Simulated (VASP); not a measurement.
# Ti12H (a cell with a defect) in VASP: single point with PBEsol

Aim: the single point of Ti12H (a cell with a defect) with PBEsol.

Everything below comes from runs of VASP 6.6.1. Logs are shortened: lines on timing, memory, paths and dates and some standing lists are left out, and cuts for length are marked.

## (1) The cell of the first run

The cell holds a defect, 13 atoms: a = 5.900 Å, b = 8.850 Å, c = 4.685 Å, α = 90.00°, β = 90.00°, γ = 120.00°.

## (2) Single point, PBEsol

File INCAR:

```
SYSTEM = Ti12H
PREC = Accurate
ENCUT = 520
EDIFF = 1E-6
ISMEAR = 0
SIGMA = 0.1
LREAL = .False.
LASPH = .True.
NELM = 100
ALGO = Normal
ISIF = 2
LWAVE = .False.
LCHARG = .False.
GGA = PS
NBANDS = 84
```

File KPOINTS:

```
Automatic mesh
0
Gamma
  4 3 5
  0 0 0
```

File POSCAR:

```
Ti12H
1.0
    5.9000000000      0.0000000000      0.0000000000
   -4.4250000000      7.6643250000      0.0000000000
    0.0000000000      0.0000000000      4.6846000000
Ti H
12 1
Direct
    0.0013970598      0.0015504301      0.0005774239
    0.1624917345      0.2175279623      0.5005825471
    0.0089019800      0.3275504366      0.0005755027
    0.1771023782      0.5602210240      0.5006098706
    0.0087850731      0.6778643912      0.0005409213
    0.1665007199      0.8903076266      0.5005319558
    0.4984001637     -0.0015493863      0.0004715451
    0.6605617116      0.2141035251      0.5004743201
    0.4806476168      0.3265834891      0.0005836144
    0.6637320028      0.5594388286      0.5006440251
    0.5036514354      0.6702401059      0.0006152073
    0.6680200614      0.8893910423      0.5005778508
    0.8332895867      0.4431788840      0.5005917261
```

Potentials or basis: VASP PAW PBE potentials, release 64 (Ti_sv, H).

Launch:

```
> cat potpaw_PBE.64/Ti_sv/POTCAR potpaw_PBE.64/H/POTCAR > POTCAR
> mpirun -np 1 vasp_std > vasp.out
```

OUTCAR:

```text
SYSTEM = Ti12H
   PREC = Accurate
   ENCUT = 520
   EDIFF = 1E-6
   ISMEAR = 0
   LREAL = .False.
   LASPH = .True.
   NELM = 100
   ISIF = 2
   GGA = PS

 ion  position               nearest neighbor table
   1  0.001  0.002  0.001-   9 2.85   3 2.86   2 2.87   2 2.87   5 2.89   6 2.89   6 2.89  12 2.90
                            12 2.90
   2  0.162  0.218  0.501-   9 2.85   9 2.85   3 2.85   3 2.85   1 2.87   1 2.87   6 2.91  12 2.91

   3  0.009  0.328  0.001-   9 2.79   2 2.85   2 2.85   1 2.86
   4  0.177  0.560  0.501-  13 1.76  10 2.87  11 2.88  11 2.88  12 2.90
   5  0.009  0.678  0.001-   6 2.85   6 2.85   7 2.86   1 2.89
   6  0.167  0.890  0.501-   5 2.85   5 2.85   8 2.89   7 2.89   1 2.89   7 2.89   1 2.89   2 2.91

   7  0.498  0.998  0.000-   5 2.86   8 2.87   8 2.87   6 2.89   6 2.89  12 2.90  12 2.90  11 2.92

   8  0.661  0.214  0.500-  13 1.76   7 2.87   7 2.87   6 2.89  12 2.90
   9  0.481  0.327  0.001-   3 2.79   2 2.85   2 2.85   1 2.85
  10  0.664  0.559  0.501-  13 1.76   4 2.87  11 2.87  11 2.88  12 2.91
  11  0.504  0.670  0.001-  10 2.87  10 2.88   4 2.88   4 2.88  12 2.88  12 2.88   7 2.92
  12  0.668  0.889  0.501-  11 2.88  11 2.88   7 2.90   8 2.90   7 2.90   1 2.90   1 2.90   4 2.90
                            10 2.91   2 2.91
  13  0.833  0.443  0.501-   8 1.76   4 1.76  10 1.76

  LATTYP: Found a simple monoclinic cell.
 ALAT       =     5.9000000000
 B/A-ratio  =     0.7940000000
 C/A-ratio  =     1.3228756849
 COS(beta)  =    -0.1889822323

  Lattice vectors:

 A1 = (   5.9000000000,   0.0000000000,   0.0000000000)
 A2 = (   0.0000000000,   0.0000000000,   4.6846000000)
 A3 = (  -1.4750000000,  -7.6643250000,   0.0000000000)

Analysis of symmetry for initial positions (statically):
=====================================================================
 Subroutine PRICEL returns:
 Original cell was already a primitive cell.

 Routine SETGRP: Setting up the symmetry group for a
 simple monoclinic supercell.

 Subroutine GETGRP returns: Found  1 space group operations
 (whereof  1 operations were pure point group operations)
 out of a pool of  4 trial point group operations.

The static configuration has the point symmetry C_1 .

Analysis of symmetry for dynamics (positions and initial velocities):
=====================================================================
 Subroutine PRICEL returns:
 Original cell was already a primitive cell.

 Routine SETGRP: Setting up the symmetry group for a
 simple monoclinic supercell.

 Subroutine GETGRP returns: Found  1 space group operations
 (whereof  1 operations were pure point group operations)
 out of a pool of  4 trial point group operations.

The dynamic configuration has the point symmetry C_1 .

 Subroutine INISYM returns: Found  1 space group operations
 (whereof  1 operations are pure point group operations),
 and found     1 'primitive' translations

----------------------------------------------------------------------------------------

                                     Primitive cell

  volume of cell :     211.8354

  direct lattice vectors                    reciprocal lattice vectors
     5.900000000  0.000000000  0.000000000     0.169491525  0.097855976  0.000000000
    -4.425000000  7.664325000  0.000000000     0.000000000  0.130474634  0.000000000
     0.000000000  0.000000000  4.684600000     0.000000000  0.000000000  0.213465397

  length of vectors
     5.900000000  8.850000153  4.684600000     0.195711955  0.130474634  0.213465397

  position of ions in fractional coordinates (direct lattice)
     0.001397060  0.001550430  0.000577424
     0.162491735  0.217527962  0.500582547
     0.008901980  0.327550437  0.000575503
     0.177102378  0.560221024  0.500609871
     0.008785073  0.677864391  0.000540921
     0.166500720  0.890307627  0.500531956
     0.498400164  0.998450614  0.000471545
     0.660561712  0.214103525  0.500474320
     0.480647617  0.326583489  0.000583614
     0.663732003  0.559438829  0.500644025
     0.503651435  0.670240106  0.000615207
     0.668020061  0.889391042  0.500577851
     0.833289587  0.443178884  0.500591726

  ion indices of the primitive-cell ions
   primitive index   ion index
                 1           1
                 2           2
                 3           3
                 4           4
                 5           5
                 6           6
                 7           7
                 8           8
                 9           9
                10          10
                11          11
                12          12
                13          13

----------------------------------------------------------------------------------------

 KPOINTS: Automatic mesh

Automatic generation of k-mesh.
 Grid dimensions read from file:
 generate k-points for:    4    3    5

 Generating k-lattice:

  Cartesian coordinates                     Fractional coordinates (reciprocal lattice)
     0.042372881  0.024463994  0.000000000     0.250000000  0.000000000  0.000000000
     0.000000000  0.043491545  0.000000000     0.000000000  0.333333333  0.000000000
     0.000000000  0.000000000  0.042693079     0.000000000  0.000000000  0.200000000

  Length of vectors
     0.048927989  0.043491545  0.042693079

  Shift w.r.t. Gamma in fractional coordinates (k-lattice)
     0.000000000  0.000000000  0.000000000

 Subroutine IBZKPT returns following result:
 ===========================================

 Found     31 irreducible k-points:

 Following reciprocal coordinates:
            Coordinates               Weight
  0.000000  0.000000  0.000000      1.000000
  0.250000  0.000000  0.000000      2.000000
  0.500000  0.000000  0.000000      1.000000
  0.000000  0.333333  0.000000      2.000000
  0.250000  0.333333  0.000000      2.000000
  0.500000  0.333333  0.000000      2.000000
[... 16 lines left out ...]
  0.500000  0.000000  0.400000      2.000000
  0.000000  0.333333  0.400000      2.000000
 [... further k-points ...]
   k-points           NKPTS =     31   k-points in BZ     NKDIM =     31   number of bands    NBANDS=     84
   number of dos      NEDOS =    301   number of ions     NIONS =     13
   total plane-waves  NPLWV = 120960
   dimension x,y,z NGX =    48 NGY =   70 NGZ =   36
   dimension x,y,z NGXF=    96 NGYF=  140 NGZF=   72
   ions per type =              12   1
   NGX,Y,Z   is equivalent  to a cutoff of  13.53, 13.15, 12.78 a.u.
   NGXF,Y,Z  is equivalent  to a cutoff of  27.05, 26.30, 25.55 a.u.
 SYSTEM =  Ti12H
   PREC   = accura    normal or accurate (medium, high low for compatibility)
   ISTART =      0    job   : 0-new  1-cont  2-samecut
   ICHARG =      2    charge: 1-file 2-atom 10-const
   ISPIN  =      1    spin polarized calculation?
   LNONCOLLINEAR =      F non collinear calculations
   LSORBIT =      F    spin-orbit coupling
   LASPH  =      T    aspherical Exc in radial PAW
   ENCUT  =  520.0 eV  38.22 Ry    6.18 a.u.  10.97 16.46  8.71*2*pi/ulx,y,z
   NELM   =    100;   NELMIN=  2; NELMDL= -5     # of ELM steps
   EDIFF  = 0.1E-05   stopping-criterion for ELM
   LREAL  =      F    real-space projection
   EDIFFG = 0.1E-04   stopping-criterion for IOM
   NSW    =      0    number of steps for IOM
   IBRION =     -1    ionic relax: 0-MD 1-quasi-New 2-CG
   NFREE  =      0    steps in history (QN), initial steepest desc. (CG)
   ISIF   =      2    stress and relaxation
   ISYM   =      2    0-nonsym 1-usesym 2-fastsym
   POTIM  = 0.5000    time-step for ionic-motion
   TEBEG  =    0.0;   TEEND  =   0.0 temperature during run
   PSTRESS=    0.0 pullay stress
   NELECT =     145.0000    total number of electrons
   NUPDOWN=      -1.0000    fix difference up-down
   EMIN   =  10.00;   EMAX   =-10.00  energy-range for DOS
   EFERMI =   0.00;   METHOD = LEGACY
   ISMEAR =     0;   SIGMA  =   0.10  broadening in eV -4-tet -1-fermi 0-gaus
   EFERMI_NEDOS =   21; number of points for ismear=-14 and -15
   IALGO  =     38    algorithm
   IMIX   =      4    mixing-type and parameters
     AMIX     =   0.40;   BMIX     =  1.00
     AMIX_MAG =   1.60;   BMIX_MAG =  1.00
  volume/ion in A,a.u.               =      16.30       109.96
  Fermi-wavevector in a.u.,A,eV,Ry     =   1.442773  2.726446 28.321806  2.081594
  Thomas-Fermi vector in A             =   2.561256
   LORBIT       =      0    0 simple, 1 ext, 2 COOP (PROOUT), +10 PAW based schemes
   GGA     = PS    functional components
   LHFCALC =     F    Hartree Fock is set to
   AEXX    =    0.0000 exact exchange contribution
   IVDW    =     0    specifies the selected vdW correction
   LEPSILON=     F    determine dielectric tensor
   LRPA    =     F    only Hartree local field effects (RPA)
 non-spin polarized calculation
 Gauss-broadening in eV      SIGMA  =   0.10
  energy-cutoff  :      520.00
  volume of cell :      211.84
 maximum number of plane-waves:      5724
 NGX is ok and might be reduce to    48
   NGX = 21   NGY = 33   NGZ = 17

 number of electron     144.9999997 magnetization

 Free energy of the ion-electron system (eV)
  ---------------------------------------------------
  ext. energy  EPLUGINS =         0.00000000
  ---------------------------------------------------
  free energy    TOTEN  =      -103.19501751 eV

  energy without entropy =     -103.13310529  energy(sigma->0) =     -103.16406140

 E-fermi :   8.0881     XC(G=0): -11.6045

 val. band max:        8.0788777650   @ k =   0.2500   0.3333   0.4000
 cond. band min:       8.0903683800   @ k =   0.0000   0.0000   0.4000
 fundamental gap:      0.0114906150
 Fermi energy:         8.0880828194

 k-point     1 :       0.0000    0.0000    0.0000
  band No.  band energies     occupation
      1     -48.5500      2.00000
      2     -48.5009      2.00000
      3     -48.4638      2.00000
      4     -48.4522      2.00000
      5     -48.4216      2.00000
      6     -48.4058      2.00000
[... 2077 lines left out ...]
     83       8.9828      0.00000
     84       9.0397      0.00000

 [... further k-points ...]

------------------------ aborting loop because EDIFF is reached ----------------------------------------

  FORCE on cell =-STRESS in cart. coord.  units (eV):
  Direction    XX          YY          ZZ          XY          YZ          ZX
  --------------------------------------------------------------------------------------
  -------------------------------------------------------------------------------------
  Total       -5.0721214     -4.2952257     -5.6687749     -0.0421884      0.0021432     -0.0001963
  in kB      -38.3620482    -32.4861415    -42.8747258     -0.3190840      0.0162101     -0.0014848
  external PRESSURE =     -37.9076385 kB  Pullay stress =       0.0000000 kB

 VOLUME and BASIS-vectors are now :
 -----------------------------------------------------------------------------
  energy-cutoff  :      520.00
  volume of cell :      211.84
      direct lattice vectors                 reciprocal lattice vectors
     5.900000000  0.000000000  0.000000000     0.169491525  0.097855976  0.000000000
    -4.425000000  7.664325000  0.000000000     0.000000000  0.130474634  0.000000000
     0.000000000  0.000000000  4.684600000     0.000000000  0.000000000  0.213465397

 POSITION                                       TOTAL-FORCE (eV/Angst)
 -----------------------------------------------------------------------------------
      0.00138      0.01188      0.00271        -0.011296      0.026546     -0.000236
     -0.00386      1.66720      2.34503        -0.000084      0.000402     -0.000066
     -1.39689      2.51045      0.00270        -0.041636      0.019518     -0.000277
     -1.43407      4.29372      2.34516         0.014958      0.005048     -0.000174
     -2.94772      5.19537      0.00253        -0.000943     -0.044779      0.000614
     -2.95726      6.82361      2.34479         0.009493      0.009586     -0.000017
     -1.47758      7.65245      0.00221         0.005548     -0.006449      0.000849
      2.94991      1.64096      2.34452        -0.003621     -0.016748      0.000527
      1.39069      2.50304      0.00273         0.041792      0.021503     -0.000159
      1.44050      4.28772      2.34532        -0.022647     -0.005357     -0.000835
      0.00573      5.13694      0.00288         0.008251      0.000011     -0.000007
      0.00576      6.81658      2.34501        -0.008711     -0.006497     -0.000292
      2.95534      3.39667      2.34507         0.008896     -0.002784      0.000073
 -----------------------------------------------------------------------------------
    total drift:                               -0.000226      0.000703      0.000319

  FREE ENERGIE OF THE ION-ELECTRON SYSTEM (eV)
  ---------------------------------------------------
  free  energy   TOTEN  =      -103.1950175097 eV

  energy  without entropy=     -103.1331052851  energy(sigma->0) =     -103.16406140
```

Run time: 12 min. Hardware: 1 thread of AMD EPYC 9R45 (Zen 5), shared host; peak memory 0.53 GiB.

Results:

```yaml
Free_energy: -103.1950 eV
Pressure: -3.8 GPa
Largest_force: 0.047 eV/Å
Band_gap_on_the_k_mesh: zero (an odd number of electrons rules out a gap without spin polarisation)
```

Forces on the atoms (eV/Å):
```
Ti  -0.011  0.027  0.000
Ti   0.000  0.000  0.000
Ti  -0.042  0.020  0.000
Ti   0.015  0.005  0.000
Ti  -0.001 -0.045  0.001
Ti   0.009  0.010  0.000
Ti   0.006 -0.006  0.001
Ti  -0.004 -0.017  0.001
Ti   0.042  0.022  0.000
Ti  -0.023 -0.005 -0.001
Ti   0.008  0.000  0.000
Ti  -0.009 -0.006  0.000
H    0.009 -0.003  0.000
```

Caveat: the PAW data sets were made with another functional, which shifts forces and pressure a little.
